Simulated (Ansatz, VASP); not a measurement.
HfO2: VASP beside Ansatz

The input POSCAR:

```
HfO2
1.0
   -2.5291609878     -2.5291609878      0.0000000000
    2.5291609878     -2.5291609878      0.0000000000
    0.0000000000      0.0000000000     10.1166439513
Hf O
4 8
Direct
    0.0000000000      0.0000000000      0.5000000000
    0.5000000000      0.5000000000      0.7500000000
    0.0000000000      0.0000000000      0.0000000000
    0.5000000000      0.5000000000      0.2500000000
    0.5000000000      0.0000000000      0.1250000000
    0.0000000000      0.5000000000      0.3750000000
    0.5000000000      0.0000000000      0.6250000000
    0.0000000000      0.5000000000      0.8750000000
    0.5000000000      0.0000000000      0.3750000000
    0.0000000000      0.5000000000      0.6250000000
    0.5000000000      0.0000000000      0.8750000000
    0.0000000000      0.5000000000      0.1250000000
```

File INCAR.step1:

```
  PREC = Accurate
  ENCUT = 520
  ISMEAR = 0
  SIGMA = 0.05
  LREAL = F
  LASPH = T
  NELM = 100
  NBANDS = 56
  GGA = PE
  ALGO = Normal
  EDIFF = 1E-4
  LWAVE = T
  LCHARG = F
```

INCAR.step2

```
  PREC = Accurate
  ENCUT = 520
  EDIFF = 1E-6
  ISMEAR = 0
  SIGMA = 0.05
  LREAL = F
  LASPH = T
  NELM = 100
  ALGO = Normal
  ISIF = 2
  LWAVE = F
  LCHARG = T
  METAGGA = R2SCAN
  LMIXTAU = T
  LELF = T
  LVHAR = T
  NBANDS = 56
  ISTART = 1
```

KPOINTS

```
Automatic mesh
0
Gamma
  6 6 3
```

Input for Ansatz:

```yaml
crystal:
  lattice:
    - [-2.5291609878, -2.5291609878, 0.0]
    - [2.5291609878, -2.5291609878, 0.0]
    - [0.0, 0.0, 10.1166439513]
  atoms:
    - { symbol: Hf, position: [0.0, 0.0, 0.5] }
    - { symbol: Hf, position: [0.5, 0.5, 0.75] }
    - { symbol: Hf, position: [0.0, 0.0, 0.0] }
    - { symbol: Hf, position: [0.5, 0.5, 0.25] }
    - { symbol: O, position: [0.5, 0.0, 0.125] }
    - { symbol: O, position: [0.0, 0.5, 0.375] }
    - { symbol: O, position: [0.5, 0.0, 0.625] }
    - { symbol: O, position: [0.0, 0.5, 0.875] }
    - { symbol: O, position: [0.5, 0.0, 0.375] }
    - { symbol: O, position: [0.0, 0.5, 0.625] }
    - { symbol: O, position: [0.5, 0.0, 0.875] }
    - { symbol: O, position: [0.0, 0.5, 0.125] }
basis:
  ecutwfc: 500
kpoints:
  mp_grid: { grid: [6, 6, 3] }
hamiltonian:
  xc: r2scan
scf:
  occupations: { method: gaussian, width: 0.05 }
output:
  forces: true
  stress: true
  eigenvalues: true
```

Alike in both runs: task single point; functional r2SCAN; k mesh 6 × 6 × 3; occupations gaussian, width 0.05 eV; no spin polarisation.

|  | VASP | Ansatz |
| --- | --- | --- |
| version | VASP 6.6.1 | Ansatz 0.2.0 |
| potentials or method | VASP PAW PBE potentials, release 64 (Hf_pv, O), cutoff 520 eV | scalar-relativistic, plane waves, PAW |
| valence electrons in the cell | 88 | 152 |

|  | VASP | Ansatz | Ansatz less VASP |
| --- | --- | --- | --- |
| gap on the k mesh at the Fermi level (eV) | 4.31 | 4.30 | -0.012 |
| least direct gap on the mesh (eV) | 4.31 | 4.30 | -0.012 |
| pressure (GPa) | -4.0 | 0.0 | +4.00 |

VASP's potentials were made for PBE, not for r2SCAN. With one functional, cell and mesh, what is left measures potentials, basis and numerics. VASP's potentials hold 88 valence electrons a cell and Ansatz's 152, so a difference there can come from the potentials and not from the codes.

Spin-orbit coupling is off throughout.
